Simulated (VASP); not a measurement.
# GaP (F-43m) in VASP: a series of runs, part 2 of 2

VASP 6.6.1. Earlier steps stand in the parts before.

**3. Relaxation of the atoms, PBE**

This run uses another cell than the first one, of 20.24 Å³/atom, 1.020 times its volume.

INCAR reads:

```
SYSTEM = GaP
PREC = Accurate
ENCUT = 520
EDIFF = 1E-6
ISMEAR = -1
SIGMA = 0.02
LREAL = .FALSE.
LASPH = .TRUE.
NELM = 60
ALGO = Normal
ISIF = 2
LWAVE = .FALSE.
LCHARG = .FALSE.
GGA = PE
IBRION = 2
NSW = 80
EDIFFG = -0.02
```

KPOINTS reads:

```
regular mesh
0
G
  14 14 14
  0 0 0
```

POSCAR reads:

```
GaP
1.0
    0.0000000000      2.7252500000      2.7252500000
    2.7252500000      0.0000000000      2.7252500000
    2.7252500000      2.7252500000      0.0000000000
Ga P
1 1
Direct
    0.0000000000      0.0000000000      0.0000000000
    0.2500000000      0.2500000000      0.2500000000
```

Potentials or basis: VASP PAW PBE potentials, release 64 (Ga_d, P).

Started as:

```sh
> cat potpaw_PBE.64/Ga_d/POTCAR potpaw_PBE.64/P/POTCAR > POTCAR
> mpirun -np 1 vasp_std > vasp.out
```

OUTCAR:

```text
SYSTEM = GaP
   PREC = Accurate
   ENCUT = 520
   EDIFF = 1E-6
   ISMEAR = -1
   LREAL = .FALSE.
   LASPH = .TRUE.
   NELM = 60
   ISIF = 2
   GGA = PE
   IBRION = 2
   NSW = 80
   EDIFFG = -0.02

 ion  position               nearest neighbor table
   1  0.000  0.000  0.000-   2 2.36   2 2.36   2 2.36   2 2.36
   2  0.250  0.250  0.250-   1 2.36   1 2.36   1 2.36   1 2.36

  LATTYP: Found a face centered cubic cell.
 ALAT       =     5.4505000000

  Lattice vectors:

 A1 = (   0.0000000000,   2.7252500000,   2.7252500000)
 A2 = (   2.7252500000,   0.0000000000,   2.7252500000)
 A3 = (   2.7252500000,   2.7252500000,   0.0000000000)

Analysis of symmetry for initial positions (statically):
=====================================================================
 Subroutine PRICEL returns:
 Original cell was already a primitive cell.

 Routine SETGRP: Setting up the symmetry group for a
 face centered cubic supercell.

 Subroutine GETGRP returns: Found 24 space group operations
 (whereof 24 operations were pure point group operations)
 out of a pool of 48 trial point group operations.

The static configuration has the point symmetry T_d .

[... 168 lines left out ...]
 k-point     1 :       0.0000    0.0000    0.0000
  band No.  band energies     occupation
      1      -9.8983      2.00000
      2      -9.8983      2.00000
      3      -9.8983      2.00000
      4      -9.7986      2.00000
      5      -9.7986      2.00000
      6      -7.8407      2.00000
      7       4.6507      2.00000
      8       4.6507      2.00000
      9       4.6507      2.00000
     10       6.4774      0.00000
     11       8.5413      0.00000
     12       8.5413      0.00000
     13       8.5413      0.00000
[... 354 lines left out ...]
  band No.  band energies     occupation
      1      -9.9540      2.00000
      2      -9.8767      2.00000
      3      -9.8741      2.00000
      4      -9.8074      2.00000
      5      -9.7908      2.00000
      6      -6.9122      2.00000
      7       0.8582      2.00000
      8       3.2623      2.00000
      9       3.3238      2.00000
     10       7.5401      0.00000
     11       8.7224      0.00000
     12      10.4078      0.00000
     13      10.5114      0.00000

 [... further k-points ...]
[... 5 lines left out ...]
  --------------------------------------------------------------------------------------
  -------------------------------------------------------------------------------------
  Total        0.6165086      0.6165086      0.6165086      0.0000000      0.0000000      0.0000000
  in kB       24.4006114     24.4006114     24.4006114      0.0000000      0.0000000      0.0000000
  external PRESSURE =      24.4006114 kB  Pullay stress =       0.0000000 kB

 VOLUME and BASIS-vectors are now :
 -----------------------------------------------------------------------------
  energy-cutoff  :      520.00
  volume of cell :       40.48
      direct lattice vectors                 reciprocal lattice vectors
     0.000000000  2.725250000  2.725250000    -0.183469406  0.183469406  0.183469406
     2.725250000  0.000000000  2.725250000     0.183469406 -0.183469406  0.183469406
     2.725250000  2.725250000  0.000000000     0.183469406  0.183469406 -0.183469406

 POSITION                                       TOTAL-FORCE (eV/Angst)
 -----------------------------------------------------------------------------------
      0.00000      0.00000      0.00000         0.000000      0.000000      0.000000
      1.36262      1.36262      1.36262        -0.000000     -0.000000     -0.000000
 -----------------------------------------------------------------------------------
    total drift:                                0.000002      0.000002      0.000002

  FREE ENERGIE OF THE ION-ELECTRON SYSTEM (eV)
  ---------------------------------------------------
  free  energy   TOTEN  =        -9.1185430357 eV

  energy  without entropy=       -9.1185430357  energy(sigma->0) =       -9.11854304

 reached required accuracy - stopping structural energy minimisation
```

CONTCAR:

```text
GaP
   1.00000000000000
     0.0000000000000000    2.7252500000000000    2.7252500000000000
     2.7252500000000000    0.0000000000000000    2.7252500000000000
     2.7252500000000000    2.7252500000000000    0.0000000000000000
  Ga              P
     1     1
Direct
     0.0000000000000000    0.0000000000000000    0.0000000000000000
     0.2500000000000000    0.2500000000000000    0.2500000000000000

  0.00000000E+00  0.00000000E+00  0.00000000E+00
  0.00000000E+00  0.00000000E+00  0.00000000E+00
```

Run time: 39 s. Hardware: 1 thread of AMD EPYC 7R13 (Zen 3), shared host; peak memory 0.18 GiB.

Results:

```yaml
Free_energy: -9.1185 eV
Pressure_after_relaxing: 2.4 GPa
Band_gap_on_the_k_mesh: 1.59 eV, indirect (least direct gap 1.83 eV)
```

Final structure:
```xyz
2
Lattice="0.0000 2.7252 2.7252 2.7252 0.0000 2.7252 2.7252 2.7252 0.0000" Properties=species:S:1:pos:R:3 pbc="T T T"
Ga    0.0000    0.0000    0.0000
P     1.3626    1.3626    1.3626
```

Caveat: the relaxation stopped at its first step, so nothing moved. A k mesh can miss the band edges.
